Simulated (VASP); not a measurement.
# PtSe2 (Sudovikovite) (P-3m1) in VASP: a series of runs

PtSe2 (Sudovikovite) is run at these levels: PBE; tasks: single point.

Everything below comes from runs of VASP 6.6.1. Logs are shortened: lines on timing, memory, paths and dates and some standing lists are left out, and cuts for length are marked.

**1. The cell of the first run**

Symmetry: P-3m1, No. 164, trigonal system. The conventional cell has a = 3.724 Å, b = 3.724 Å, c = 5.062 Å, α = 90.00°, β = 90.00°, γ = 120.00°. Within 3.3 Å of Pt (site symmetry -3m) lie 6 Se at 2.49 Å. Se (site symmetry 3m) has 3 Pt at 2.49 Å within 3.3 Å.

**2. Single point, PBE**

Contents of INCAR:

```
PREC = Accurate
ENCUT = 520
EDIFF = 1E-6
ISMEAR = -1
SIGMA = 0.15
LREAL = F
LASPH = T
NELM = 60
ALGO = Normal
ISIF = 2
LWAVE = F
LCHARG = F
GGA = PE
NBANDS = 18
```

Contents of KPOINTS:

```
regular mesh
0
Gamma
  9 9 6
```

Contents of POSCAR:

```
PtSe2
1.0
    3.7240000000      0.0000000000      0.0000000000
   -1.8620000000      3.2250786037      0.0000000000
    0.0000000000      0.0000000000      5.0620000000
Pt Se
1 2
Direct
    0.0000000000      0.0000000000      0.0000000000
    0.3333330000      0.6666670000      0.2500000000
    0.6666670000      0.3333330000      0.7500000000
```

Potentials or basis: VASP PAW PBE potentials, release 64 (Pt, Se).

The run is started by

```bash
$ cat potpaw_PBE.64/Pt/POTCAR potpaw_PBE.64/Se/POTCAR > POTCAR
$ mpirun -np 1 vasp_std > vasp.out
```

OUTCAR:

```text
PREC = Accurate
   ENCUT = 520
   EDIFF = 1E-6
   ISMEAR = -1
   LREAL = F
   LASPH = T
   NELM = 60
   ISIF = 2
   GGA = PE

 ion  position               nearest neighbor table
   1  0.000  0.000  0.000-   2 2.49   3 2.49   3 2.49   2 2.49   3 2.49   2 2.49
   2  0.333  0.667  0.250-   1 2.49   1 2.49   1 2.49
   3  0.667  0.333  0.750-   1 2.49   1 2.49   1 2.49

  LATTYP: Found a hexagonal cell.
 ALAT       =     3.7240000000
 C/A-ratio  =     1.3592910849

  Lattice vectors:

 A1 = (   3.7240000000,   0.0000000000,   0.0000000000)
 A2 = (  -1.8620000000,   3.2250786037,   0.0000000000)
 A3 = (   0.0000000000,   0.0000000000,   5.0620000000)

Analysis of symmetry for initial positions (statically):
=====================================================================
 Subroutine PRICEL returns:
 Original cell was already a primitive cell.

 Routine SETGRP: Setting up the symmetry group for a
 hexagonal supercell.

 Subroutine GETGRP returns: Found 12 space group operations
 (whereof 12 operations were pure point group operations)
 out of a pool of 24 trial point group operations.

The static configuration has the point symmetry D_3d.

Analysis of symmetry for dynamics (positions and initial velocities):
=====================================================================
 Subroutine PRICEL returns:
 Original cell was already a primitive cell.

 Routine SETGRP: Setting up the symmetry group for a
 hexagonal supercell.

 Subroutine GETGRP returns: Found 12 space group operations
 (whereof 12 operations were pure point group operations)
 out of a pool of 24 trial point group operations.

The dynamic configuration has the point symmetry D_3d.

 Subroutine INISYM returns: Found 12 space group operations
 (whereof 12 operations are pure point group operations),
 and found     1 'primitive' translations

----------------------------------------------------------------------------------------

                                     Primitive cell

  volume of cell :      60.7956

  direct lattice vectors                    reciprocal lattice vectors
     3.724000000  0.000000000  0.000000000     0.268528464  0.155034981  0.000000000
    -1.862000000  3.225078604  0.000000000     0.000000000  0.310069962  0.000000000
     0.000000000  0.000000000  5.062000000     0.000000000  0.000000000  0.197550375

  length of vectors
     3.724000000  3.724000000  5.062000000     0.310069962  0.310069962  0.197550375

  position of ions in fractional coordinates (direct lattice)
     0.000000000  0.000000000  0.000000000
     0.333333000  0.666667000  0.250000000
     0.666667000  0.333333000  0.750000000

  ion indices of the primitive-cell ions
   primitive index   ion index
                 1           1
                 2           2
                 3           3

----------------------------------------------------------------------------------------

 KPOINTS: regular mesh

Automatic generation of k-mesh.
 Grid dimensions read from file:
 generate k-points for:    9    9    6

 Generating k-lattice:

  Cartesian coordinates                     Fractional coordinates (reciprocal lattice)
     0.029836496  0.017226109  0.000000000     0.111111111  0.000000000  0.000000000
     0.000000000  0.034452218  0.000000000     0.000000000  0.111111111  0.000000000
     0.000000000  0.000000000  0.032925063     0.000000000  0.000000000  0.166666667

  Length of vectors
     0.034452218  0.034452218  0.032925063

  Shift w.r.t. Gamma in fractional coordinates (k-lattice)
     0.000000000  0.000000000  0.000000000

 Subroutine IBZKPT returns following result:
 ===========================================

 Found     62 irreducible k-points:

 Following reciprocal coordinates:
            Coordinates               Weight
  0.000000  0.000000  0.000000      1.000000
  0.111111 -0.000000  0.000000      6.000000
  0.222222 -0.000000  0.000000      6.000000
  0.333333 -0.000000  0.000000      6.000000
  0.444444 -0.000000  0.000000      6.000000
  0.111111  0.111111  0.000000      6.000000
[... 16 lines left out ...]
  0.222222  0.111111  0.166667     12.000000
 -0.111111  0.333333  0.166667     12.000000
 [... further k-points ...]
   k-points           NKPTS =     62   k-points in BZ     NKDIM =     62   number of bands    NBANDS=     18
   number of dos      NEDOS =    301   number of ions     NIONS =      3
   total plane-waves  NPLWV =  31360
   dimension x,y,z NGX =    28 NGY =   28 NGZ =   40
   dimension x,y,z NGXF=    56 NGYF=   56 NGZF=   80
   ions per type =               1   2
   NGX,Y,Z   is equivalent  to a cutoff of  12.50, 12.50, 13.14 a.u.
   NGXF,Y,Z  is equivalent  to a cutoff of  25.00, 25.00, 26.27 a.u.
 SYSTEM =  unknown system
   PREC   = accura    normal or accurate (medium, high low for compatibility)
   ISTART =      0    job   : 0-new  1-cont  2-samecut
   ICHARG =      2    charge: 1-file 2-atom 10-const
   ISPIN  =      1    spin polarized calculation?
   LNONCOLLINEAR =      F non collinear calculations
   LSORBIT =      F    spin-orbit coupling
   LASPH  =      T    aspherical Exc in radial PAW
   ENCUT  =  520.0 eV  38.22 Ry    6.18 a.u.   6.92  6.92  9.41*2*pi/ulx,y,z
   NELM   =     60;   NELMIN=  2; NELMDL= -5     # of ELM steps
   EDIFF  = 0.1E-05   stopping-criterion for ELM
   LREAL  =      F    real-space projection
[... 7 lines left out ...]
   TEBEG  =    0.0;   TEEND  =   0.0 temperature during run
   PSTRESS=    0.0 pullay stress
   NELECT =      22.0000    total number of electrons
   NUPDOWN=      -1.0000    fix difference up-down
   EMIN   =  10.00;   EMAX   =-10.00  energy-range for DOS
   EFERMI =   0.00;   METHOD = LEGACY
   ISMEAR =    -1;   SIGMA  =   0.15  broadening in eV -4-tet -1-fermi 0-gaus
   EFERMI_NEDOS =   21; number of points for ismear=-14 and -15
   IALGO  =     38    algorithm
   IMIX   =      4    mixing-type and parameters
     AMIX     =   0.40;   BMIX     =  1.00
     AMIX_MAG =   1.60;   BMIX_MAG =  1.00
  volume/ion in A,a.u.               =      20.27       136.76
  Fermi-wavevector in a.u.,A,eV,Ry     =   1.166608  2.204570 18.517184  1.360975
  Thomas-Fermi vector in A             =   2.303119
   LORBIT       =      0    0 simple, 1 ext, 2 COOP (PROOUT), +10 PAW based schemes
   GGA     = PE    functional components
[... 5 lines left out ...]
 non-spin polarized calculation
  energy-cutoff  :      520.00
  volume of cell :       60.80
 maximum number of plane-waves:      1650
   NGX = 13   NGY = 13   NGZ = 19

 number of electron      21.9999999 magnetization

 Free energy of the ion-electron system (eV)
  ---------------------------------------------------
  ext. energy  EPLUGINS =         0.00000000
  ---------------------------------------------------
  free energy    TOTEN  =       -14.20969513 eV

  energy without entropy =      -14.15784220  energy(sigma->0) =      -14.18376866

 E-fermi :   6.4724     XC(G=0): -10.6350

 val. band max:        6.3421426934   @ k =   0.0000   0.2222   0.1667
 cond. band min:       6.5348419119   @ k =   0.1111  -0.0000   0.0000
 fundamental gap:      0.1926992186
 Fermi energy:         6.4723708671

 k-point     1 :       0.0000    0.0000    0.0000
  band No.  band energies     occupation
      1      -9.1840      2.00000
      2      -6.3619      2.00000
      3      -0.6670      2.00000
      4       0.0483      2.00000
      5       0.0483      2.00000
      6       2.5144      2.00000
[... 10 lines left out ...]
     17      13.8146      0.00000
     18      18.3477      0.00000

 k-point     2 :       0.1111   -0.0000    0.0000
  band No.  band energies     occupation
      1      -9.0456      2.00000
      2      -6.4241      2.00000
      3      -0.5032      2.00000
      4       0.1378      2.00000
      5       0.1477      2.00000
      6       2.3208      2.00000
[... 10 lines left out ...]
     17      14.2601      0.00000
     18      16.5642      0.00000

 k-point     3 :       0.2222   -0.0000    0.0000
  band No.  band energies     occupation
      1      -8.6559      2.00000
      2      -6.5877      2.00000
      3      -0.0736      2.00000
      4       0.3666      2.00000
      5       0.4456      2.00000
      6       1.5600      2.00000
[... 10 lines left out ...]
     17      14.9329      0.00000
     18      14.9864      0.00000

 k-point     4 :       0.3333   -0.0000    0.0000
  band No.  band energies     occupation
      1      -8.1007      2.00000
      2      -6.8124      2.00000
      3      -0.0302      2.00000
      4       0.6031      2.00000
      5       0.7841      2.00000
      6       1.1883      2.00000
[... 10 lines left out ...]
     17      14.4020      0.00000
     18      15.3887      0.00000

 k-point     5 :       0.4444   -0.0000    0.0000
  band No.  band energies     occupation
      1      -7.5367      2.00000
      2      -7.1006      2.00000
      3      -0.7044      2.00000
      4       0.7096      2.00000
      5       1.1313      2.00000
      6       2.0454      2.00000
[... 10 lines left out ...]
     17      13.9312      0.00000
     18      17.1638      0.00000

 k-point     6 :       0.1111    0.1111    0.0000
  band No.  band energies     occupation
      1      -8.7813      2.00000
      2      -6.5356      2.00000
      3      -0.1979      2.00000
      4       0.3054      2.00000
      5       0.3285      2.00000
      6       1.9951      2.00000
[... 307 lines left out ...]
 k-point    21 :       0.0000    0.4444    0.1667
  band No.  band energies     occupation
      1      -7.5866      2.00000
      2      -7.0053      2.00000
      3      -0.8698      2.00000
      4       0.6324      2.00000
      5       0.7302      2.00000
      6       2.1772      2.00000
[... 10 lines left out ...]
     17      15.1100      0.00000
     18      16.6835      0.00000

 k-point    22 :       0.1111    0.1111    0.1667
  band No.  band energies     occupation
      1      -8.6857      2.00000
      2      -6.7149      2.00000
      3      -0.2315      2.00000
      4       0.2864      2.00000
      5       0.6047      2.00000
      6       1.9201      2.00000
[... 10 lines left out ...]
     17      14.5822      0.00000
     18      15.1847      0.00000

 k-point    23 :       0.2222    0.1111    0.1667
  band No.  band energies     occupation
      1      -8.2096      2.00000
      2      -6.8647      2.00000
      3       0.1464      2.00000
      4       0.4688      2.00000
      5       0.7012      2.00000
      6       1.4817      2.00000
[... 10 lines left out ...]
     17      14.7855      0.00000
     18      15.3623      0.00000

 k-point    24 :      -0.1111    0.3333    0.1667
  band No.  band energies     occupation
      1      -8.2403      2.00000
      2      -6.8006      2.00000
      3      -0.1538      2.00000
      4       0.3907      2.00000
      5       0.8422      2.00000
      6       1.2572      2.00000
[... 10 lines left out ...]
     17      14.3594      0.00000
     18      16.1440      0.00000

 [... further k-points ...]
[... 5 lines left out ...]
  --------------------------------------------------------------------------------------
  -------------------------------------------------------------------------------------
  Total        3.0657785      3.0657785      2.2349890      0.0000000     -0.0000000      0.0000000
  in kB       80.7940237     80.7940237     58.8998037      0.0000000     -0.0000000      0.0000000
  external PRESSURE =      73.4959504 kB  Pullay stress =       0.0000000 kB

 VOLUME and BASIS-vectors are now :
 -----------------------------------------------------------------------------
  energy-cutoff  :      520.00
  volume of cell :       60.80
      direct lattice vectors                 reciprocal lattice vectors
     3.724000000  0.000000000  0.000000000     0.268528464  0.155034981  0.000000000
    -1.862000000  3.225078604  0.000000000     0.000000000  0.310069962  0.000000000
     0.000000000  0.000000000  5.062000000     0.000000000  0.000000000  0.197550375

 POSITION                                       TOTAL-FORCE (eV/Angst)
 -----------------------------------------------------------------------------------
      0.00000      0.00000      0.00000         0.000000      0.000000     -0.000000
     -0.00000      2.15005      1.26550         0.000000      0.000000      0.592868
      1.86200      1.07503      3.79650        -0.000000      0.000000     -0.592868
 -----------------------------------------------------------------------------------
    total drift:                               -0.000000      0.000000      0.000000

  FREE ENERGIE OF THE ION-ELECTRON SYSTEM (eV)
  ---------------------------------------------------
  free  energy   TOTEN  =       -14.2096951308 eV

  energy  without entropy=      -14.1578421955  energy(sigma->0) =      -14.18376866
```

It took 32 s on 1 thread of Intel Xeon Platinum 8559C (Emerald Rapids), shared host; peak memory 0.22 GiB.

Results:

```
Free energy            : -14.2097 eV
Pressure               : 7.3 GPa
Largest force          : 0.593 eV/Å
Band gap on the k mesh : zero (band 11 reaches 6.93 eV, above the bottom of band 12 at 6.56 eV)
```

Forces in eV/Å, atoms in the order of the input:
```
Pt   0.000  0.000  0.000
Se   0.000  0.000  0.593
Se   0.000  0.000 -0.593
```

Caveat: spin-orbit coupling is left out, which moves the levels of the heavy elements.

**3. Single point, PBE**

Contents of INCAR:

```
SYSTEM = PtSe2
PREC     = Accurate       ! precision mode
ENCUT    = 520            ! plane-wave cutoff, eV
EDIFF    = 1E-6           ! SCF threshold, eV
ISMEAR   = -1             ! smearing method
SIGMA    = 0.15           ! smearing width, eV
LREAL    = .FALSE.        ! projectors in reciprocal space
LASPH    = .TRUE.         ! aspherical terms in the spheres
NELM     = 80             ! most SCF steps
ALGO     = Normal         ! electronic algorithm
ISIF     = 2              ! what is computed and relaxed
LWAVE    = .FALSE.        ! write WAVECAR
LCHARG   = .TRUE.         ! write CHGCAR
GGA      = PE             ! functional
LELF     = .TRUE.         ! ELF
LVHAR    = .TRUE.       
NBANDS   = 18             ! bands
```

Contents of KPOINTS:

```
Automatic mesh
0
G
  9 9 6
  0 0 0
```

POSCAR is that of step 2.

Potentials or basis: VASP PAW PBE potentials, release 64 (Pt, Se).

The run is started by

```bash
$ cat potpaw_PBE.64/Pt/POTCAR potpaw_PBE.64/Se/POTCAR > POTCAR
$ mpirun -np 1 vasp_std > vasp.out
```

Wall time 38 s (1 thread of Intel Xeon Platinum 8559C (Emerald Rapids), shared host); peak memory 0.22 GiB.

It converged, with:

```yaml
Free_energy: -14.2097 eV
Pressure: 7.3 GPa
Largest_force: 0.593 eV/Å
Band_gap_on_the_k_mesh: zero (band 11 reaches 6.93 eV, above the bottom of band 12 at 6.56 eV)
```

Forces on the atoms (eV/Å):
```
Pt   0.000  0.000  0.000
Se   0.000  0.000  0.593
Se   0.000  0.000 -0.593
```

Stress tensor (GPa, compression positive):
```
8.08 0.00 0.00
0.00 8.08 0.00
0.00 0.00 5.89
```

Levels at points of the mesh, in eV from the Fermi level:
```
           k point  band 9  band 10  band 11  band 12  band 13  band 14
(0.00, 0.00, 0.00)   -1.01    -1.01     0.46     1.53     1.53     3.67
(0.00, 0.00, 0.50)   -1.65    -1.45    -1.45     2.37     2.37     4.87
```

Caveat: spin-orbit coupling is left out, which moves the levels of the heavy elements.
